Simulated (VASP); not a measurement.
# NiO2 (P-3m1) in VASP: notebook

NiO2 is run at these levels: PBEsol; tasks: single point.

Everything below comes from runs of VASP 6.6.1. Logs are shortened: lines on timing, memory, paths and dates and some standing lists are left out, and cuts for length are marked.

**1. The cell of the first run**

Symmetry: P-3m1, No. 164, trigonal system. The conventional cell has a = 2.836 Å, b = 2.836 Å, c = 4.679 Å, α = 90.00°, β = 90.00°, γ = 120.00°. Within 2.5 Å of Ni (site symmetry -3m) lie 6 O at 1.90 Å. O (site symmetry 3m) has 3 Ni at 1.90 Å and 3 O at 2.53 Å within 2.6 Å.

**2. Single point, PBEsol, collinear spin, ferromagnetic start**

File INCAR:

```
SYSTEM = NiO2
PREC     = Accurate       ! precision mode
ENCUT    = 520            ! plane-wave cutoff, eV
EDIFF    = 1E-6           ! SCF threshold, eV
ISMEAR   = -1             ! smearing method
SIGMA    = 0.05           ! smearing width, eV
LREAL    = .False.        ! projectors in reciprocal space
LASPH    = .True.         ! aspherical terms in the spheres
NELM     = 150            ! most SCF steps
ALGO     = Normal         ! electronic algorithm
ISIF     = 2              ! what is computed and relaxed
LWAVE    = .False.        ! write WAVECAR
LCHARG   = .False.        ! write CHGCAR
ISPIN    = 2              ! spin polarisation
MAGMOM   = 1 0 0          ! initial moments
LORBIT   = 11             ! projections on sites
LMAXMIX  = 4              ! l up to which the mixer works
GGA      = PS             ! functional
NBANDS   = 22             ! bands
```

File KPOINTS:

```
regular mesh
0
Gamma
  11 11 6
  0 0 0
```

File POSCAR:

```
NiO2
1.0
    2.8356121658      0.0000000000      0.0000000000
   -1.4178060829      2.4557121709      0.0000000000
    0.0000000000      0.0000000000      4.6790467194
Ni O
1 2
Direct
    0.0000000000      0.0000000000      0.5000000000
    0.3333333333      0.6666666667      0.2939610000
    0.6666666667      0.3333333333      0.7060390000
```

Potentials or basis: VASP PAW PBE potentials, release 64 (Ni, O).

Command:

```
cat potpaw_PBE.64/Ni/POTCAR potpaw_PBE.64/O/POTCAR > POTCAR
mpirun -np 1 vasp_std > vasp.out
```

OUTCAR:

```text
SYSTEM = NiO2
   PREC = Accurate
   ENCUT = 520
   EDIFF = 1E-6
   ISMEAR = -1
   LREAL = .False.
   LASPH = .True.
   NELM = 150
   ISIF = 2
   ISPIN = 2
   LORBIT = 11
   GGA = PS

 ion  position               nearest neighbor table
   1  0.000  0.000  0.500-   2 1.90   3 1.90   3 1.90   2 1.90   3 1.90   2 1.90
   2  0.333  0.667  0.294-   1 1.90   1 1.90   1 1.90
   3  0.667  0.333  0.706-   1 1.90   1 1.90   1 1.90

  LATTYP: Found a hexagonal cell.
 ALAT       =     2.8356121658
 C/A-ratio  =     1.6501010878

  Lattice vectors:

 A1 = (   2.8356121658,   0.0000000000,   0.0000000000)
 A2 = (  -1.4178060829,   2.4557121709,   0.0000000000)
 A3 = (   0.0000000000,   0.0000000000,   4.6790467194)

Analysis of symmetry for initial positions (statically):
=====================================================================
 Subroutine PRICEL returns:
 Original cell was already a primitive cell.

 Routine SETGRP: Setting up the symmetry group for a
 hexagonal supercell.

 Subroutine GETGRP returns: Found 12 space group operations
 (whereof 12 operations were pure point group operations)
 out of a pool of 24 trial point group operations.

The static configuration has the point symmetry D_3d.

Analysis of symmetry for dynamics (positions and initial velocities):
=====================================================================
 Subroutine PRICEL returns:
 Original cell was already a primitive cell.

 Routine SETGRP: Setting up the symmetry group for a
 hexagonal supercell.

 Subroutine GETGRP returns: Found 12 space group operations
 (whereof 12 operations were pure point group operations)
 out of a pool of 24 trial point group operations.

The dynamic configuration has the point symmetry D_3d.

Analysis of structural, dynamic, and magnetic symmetry:
=====================================================================
 Subroutine PRICEL returns:
 Original cell was already a primitive cell.

 Routine SETGRP: Setting up the symmetry group for a
 hexagonal supercell.

 Subroutine GETGRP returns: Found 12 space group operations
 (whereof 12 operations were pure point group operations)
 out of a pool of 24 trial point group operations.

The overall configuration has the point symmetry D_3d.

 Subroutine INISYM returns: Found 12 space group operations
 (whereof 12 operations are pure point group operations),
 and found     1 'primitive' translations

[... 120 lines left out ...]
   LORBIT       =     11    0 simple, 1 ext, 2 COOP (PROOUT), +10 PAW based schemes
   GGA     = PS    functional components
   LHFCALC =     F    Hartree Fock is set to
   AEXX    =    0.0000 exact exchange contribution
   IVDW    =     0    specifies the selected vdW correction
   LEPSILON=     F    determine dielectric tensor
   LRPA    =     F    only Hartree local field effects (RPA)
 spin polarized calculation
  energy-cutoff  :      520.00
  volume of cell :       32.58
 maximum number of plane-waves:       888
 NGX is ok and might be reduce to    24
   NGX = 11   NGY = 11   NGZ = 17

 number of electron      22.0000015 magnetization       0.0008647

 number of electron      22.0000015 magnetization      -0.0000053

 Free energy of the ion-electron system (eV)
  ---------------------------------------------------
  ext. energy  EPLUGINS =         0.00000000
  ---------------------------------------------------
  free energy    TOTEN  =       -18.69275991 eV

  energy without entropy =      -18.69274810  energy(sigma->0) =      -18.69275400

 E-fermi :   2.6144     XC(G=0): -10.8199

 val. band max:        2.1699813792   @ k =   0.0909   0.0909   0.5000
 cond. band min:       2.9950309100   @ k =   0.2727  -0.0000   0.3333
 fundamental gap:      0.8250495308
 Fermi energy:         2.6143888418

 spin component 1

 k-point     1 :       0.0000    0.0000    0.0000
  band No.  band energies     occupation
      1     -17.0225      1.00000
      2     -14.7482      1.00000
      3      -3.3324      1.00000
      4      -3.0200      1.00000
      5      -3.0200      1.00000
      6       0.1748      1.00000
[... 589 lines left out ...]
     21      26.0147      0.00000
     22      27.1096      0.00000

 [... further k-points ...]

 spin component 2

 k-point     1 :       0.0000    0.0000    0.0000
  band No.  band energies     occupation
      1     -17.0225      1.00000
      2     -14.7481      1.00000
      3      -3.3324      1.00000
      4      -3.0199      1.00000
      5      -3.0199      1.00000
      6       0.1747      1.00000
[... 589 lines left out ...]
     21      26.0147      0.00000
     22      27.1096      0.00000

 [... further k-points ...]

------------------------ aborting loop because EDIFF is reached ----------------------------------------

  FORCE on cell =-STRESS in cart. coord.  units (eV):
  Direction    XX          YY          ZZ          XY          YZ          ZX
  --------------------------------------------------------------------------------------
  -------------------------------------------------------------------------------------
  Total       -2.3335522     -2.3335522     -1.6929495      0.0000000     -0.0000000     -0.0000000
  in kB     -114.7483459   -114.7483459    -83.2478294      0.0000000     -0.0000000     -0.0000000
  external PRESSURE =    -104.2481737 kB  Pullay stress =       0.0000000 kB

 VOLUME and BASIS-vectors are now :
 -----------------------------------------------------------------------------
  energy-cutoff  :      520.00
  volume of cell :       32.58
      direct lattice vectors                 reciprocal lattice vectors
     2.835612166  0.000000000  0.000000000     0.352657536  0.203606923  0.000000000
    -1.417806083  2.455712171  0.000000000     0.000000000  0.407213847  0.000000000
     0.000000000  0.000000000  4.679046719     0.000000000  0.000000000  0.213718747

 POSITION                                       TOTAL-FORCE (eV/Angst)
 -----------------------------------------------------------------------------------
      0.00000      0.00000      2.33952         0.000000      0.000000      0.000000
     -0.00000      1.63714      1.37546        -0.000000      0.000000      0.887658
      1.41781      0.81857      3.30359         0.000000     -0.000000     -0.887658
 -----------------------------------------------------------------------------------
    total drift:                               -0.000000      0.000000      0.000000

  FREE ENERGIE OF THE ION-ELECTRON SYSTEM (eV)
  ---------------------------------------------------
  free  energy   TOTEN  =       -18.6927599054 eV

  energy  without entropy=      -18.6927480957  energy(sigma->0) =      -18.69275400

 total charge

# of ion       s       p       d       tot
------------------------------------------
    1        0.489   0.752   8.182   9.423
    2        1.589   3.281   0.000   4.870
    3        1.589   3.281   0.000   4.870
--------------------------------------------------
tot          3.666   7.314   8.182  19.162

 magnetization (x)

# of ion       s       p       d       tot
------------------------------------------
    1       -0.000   0.000   0.000   0.000
    2        0.000  -0.000   0.000  -0.000
    3        0.000  -0.000   0.000  -0.000
--------------------------------------------------
tot          0.000  -0.000   0.000   0.000
```

OSZICAR:

```text
N       E                     dE             d eps       ncg     rms          rms(c)
DAV:   1     0.153967198378E+03    0.15397E+03   -0.10838E+04  7566   0.116E+03
DAV:   2    -0.133311747502E+02   -0.16730E+03   -0.15294E+03  7820   0.287E+02
DAV:   3    -0.262044039315E+02   -0.12873E+02   -0.12661E+02  8822   0.844E+01
DAV:   4    -0.263509531258E+02   -0.14655E+00   -0.14650E+00  8048   0.918E+00
DAV:   5    -0.263530498240E+02   -0.20967E-02   -0.20967E-02  8920   0.113E+00    0.277E+01
DAV:   6    -0.341685069898E+02   -0.78155E+01   -0.35165E+01  9072   0.141E+02    0.486E+01
DAV:   7    -0.188086811355E+02    0.15360E+02   -0.16164E+01  8680   0.867E+01    0.687E+00
DAV:   8    -0.187412827290E+02    0.67398E-01   -0.21427E+00 10282   0.241E+01    0.358E+00
DAV:   9    -0.187937373886E+02   -0.52455E-01   -0.48727E-01  9786   0.186E+01    0.311E+00
DAV:  10    -0.186949027538E+02    0.98835E-01   -0.12002E-01  8482   0.957E+00    0.575E-01
DAV:  11    -0.186936172363E+02    0.12855E-02   -0.22252E-02 10450   0.322E+00    0.382E-01
DAV:  12    -0.186927305401E+02    0.88670E-03   -0.54786E-03  9052   0.144E+00    0.737E-02
DAV:  13    -0.186927641650E+02   -0.33625E-04   -0.41362E-04  8444   0.151E-01    0.479E-02
DAV:  14    -0.186927594096E+02    0.47554E-05   -0.23904E-05  9590   0.732E-02    0.126E-02
DAV:  15    -0.186927599054E+02   -0.49582E-06   -0.30276E-06  8516   0.163E-02
   1 F= -.18692760E+02 E0= -.18692754E+02  d E =-.118097E-04  mag=     0.0000
```

It took 81 s on 1 thread of Intel Xeon Platinum 8259CL at 2.50GHz (Skylake/Cascade Lake), shared host; peak memory 0.22 GiB.

What came out:

```
Free energy                                           : -18.6928 eV
Pressure                                              : -10.4 GPa
Largest force                                         : 0.888 eV/Å
Band gap on the k mesh                                : 0.82 eV (least direct gap 1.06 eV)
Net moment                                            : 0.00 μB per cell
Valence electrons inside the program's atomic spheres : Ni 9.42; O 4.87
```

Forces on the atoms (eV/Å):
```
Ni   0.000  0.000  0.000
O    0.000  0.000  0.888
O    0.000  0.000 -0.888
```

Caveat: the cell stands under tension; the PAW data sets were made with another functional, which shifts forces and pressure a little; an odd mesh through Γ misses points on the zone boundary, where band edges can lie.

**3. Single point, PBEsol, collinear spin, ferromagnetic start**

This run uses another cell than the first one, of 11.07 Å³/atom.

File INCAR:

```
SYSTEM = NiO2
  PREC = Accurate
  ENCUT = 520
  EDIFF = 1E-6
  ISMEAR = -1
  SIGMA = 0.05
  LREAL = .False.
  LASPH = .True.
  NELM = 150
  ALGO = Normal
  ISIF = 2
  LWAVE = .False.
  LCHARG = .True.
  ISPIN = 2
  MAGMOM = 1 0 0
  LORBIT = 11
  LMAXMIX = 4
  GGA = PS
  LELF = .True.
  LVHAR = .True.
  NBANDS = 22
```

KPOINTS is that of step 2.

File POSCAR:

```
NiO2
1.0
    2.8536738767      0.0000000000      0.0000000000
   -1.4268369384      2.4713540714      0.0000000000
    0.0000000000      0.0000000000      4.7088503682
Ni O
1 2
Direct
    0.0000000000      0.0000000000      0.5000000000
    0.3333333333      0.6666666667      0.2939610000
    0.6666666667      0.3333333333      0.7060390000
```

Potentials or basis: VASP PAW PBE potentials, release 64 (Ni, O).

Command:

```
cat potpaw_PBE.64/Ni/POTCAR potpaw_PBE.64/O/POTCAR > POTCAR
mpirun -np 1 vasp_std > vasp.out
```

OUTCAR:

```text
SYSTEM = NiO2
   PREC = Accurate
   ENCUT = 520
   EDIFF = 1E-6
   ISMEAR = -1
   LREAL = .False.
   LASPH = .True.
   NELM = 150
   ISIF = 2
   ISPIN = 2
   LORBIT = 11
   GGA = PS

 ion  position               nearest neighbor table
   1  0.000  0.000  0.500-   2 1.91   3 1.91   3 1.91   2 1.91   3 1.91   2 1.91
   2  0.333  0.667  0.294-   1 1.91   1 1.91   1 1.91
   3  0.667  0.333  0.706-   1 1.91   1 1.91   1 1.91

  LATTYP: Found a hexagonal cell.
 ALAT       =     2.8536738767
 C/A-ratio  =     1.6501010878

  Lattice vectors:

[... 1423 lines left out ...]
  energy-cutoff  :      520.00
  volume of cell :       33.21
      direct lattice vectors                 reciprocal lattice vectors
     2.853673877  0.000000000  0.000000000     0.350425467  0.202318238  0.000000000
    -1.426836938  2.471354071  0.000000000     0.000000000  0.404636475  0.000000000
     0.000000000  0.000000000  4.708850368     0.000000000  0.000000000  0.212366060

 POSITION                                       TOTAL-FORCE (eV/Angst)
 -----------------------------------------------------------------------------------
      0.00000      0.00000      2.35443        -0.000000      0.000000      0.000000
     -0.00000      1.64757      1.38422        -0.000000      0.000000      1.098452
      1.42684      0.82378      3.32463         0.000000      0.000000     -1.098452
 -----------------------------------------------------------------------------------
    total drift:                               -0.000000      0.000000      0.000000

  FREE ENERGIE OF THE ION-ELECTRON SYSTEM (eV)
  ---------------------------------------------------
  free  energy   TOTEN  =       -18.6467467620 eV

  energy  without entropy=      -18.6467325368  energy(sigma->0) =      -18.64673965

 total charge

# of ion       s       p       d       tot
------------------------------------------
    1        0.478   0.725   8.167   9.370
    2        1.589   3.271   0.000   4.859
    3        1.589   3.271   0.000   4.859
--------------------------------------------------
tot          3.656   7.266   8.167  19.089

 magnetization (x)

# of ion       s       p       d       tot
------------------------------------------
    1       -0.000   0.000   0.000   0.000
    2        0.000  -0.000   0.000  -0.000
    3        0.000  -0.000   0.000  -0.000
--------------------------------------------------
tot          0.000  -0.000   0.000   0.000
```

It took 79 s on 1 thread of Intel Xeon Platinum 8259CL at 2.50GHz (Skylake/Cascade Lake), shared host; peak memory 0.23 GiB.

What came out:

```
Free energy                                           : -18.6467 eV
Pressure                                              : -13.2 GPa
Largest force                                         : 1.098 eV/Å
Band gap on the k mesh                                : 0.81 eV (least direct gap 1.04 eV)
Net moment                                            : 0.00 μB per cell
Valence electrons inside the program's atomic spheres : Ni 9.37; O 4.86
```

Forces in eV/Å, atoms in the order of the input:
```
Ni   0.000  0.000  0.000
O    0.000  0.000  1.098
O    0.000  0.000 -1.098
```

Levels at points of the mesh, in eV from the valence-band top:
Spin up:
| k point | band 9 | band 10 | band 11 | band 12 | band 13 | band 14 |
| --- | --- | --- | --- | --- | --- | --- |
| (0.00, 0.00, 0.00) | -0.94 | -0.61 | -0.38 | 2.02 | 2.02 | 7.22 |
| (0.00, 0.00, 0.50) | -0.98 | -0.98 | -0.12 | 2.06 | 2.06 | 9.13 |
Spin down:
```csv
k point,band 7,band 8,band 9,band 10,band 11,band 12,band 13,band 14,band 15,band 16
"(0.00, 0.00, 0.00)",-1.94,-0.94,-0.94,-0.61,-0.38,2.02,2.02,7.22,10.72,14.32
"(0.00, 0.00, 0.50)",-1.94,-1.80,-0.98,-0.98,-0.12,2.06,2.06,9.13,9.54,13.97
```

Caveat: the cell stands under tension; the PAW data sets were made with another functional, which shifts forces and pressure a little; an odd mesh through Γ misses points on the zone boundary, where band edges can lie.
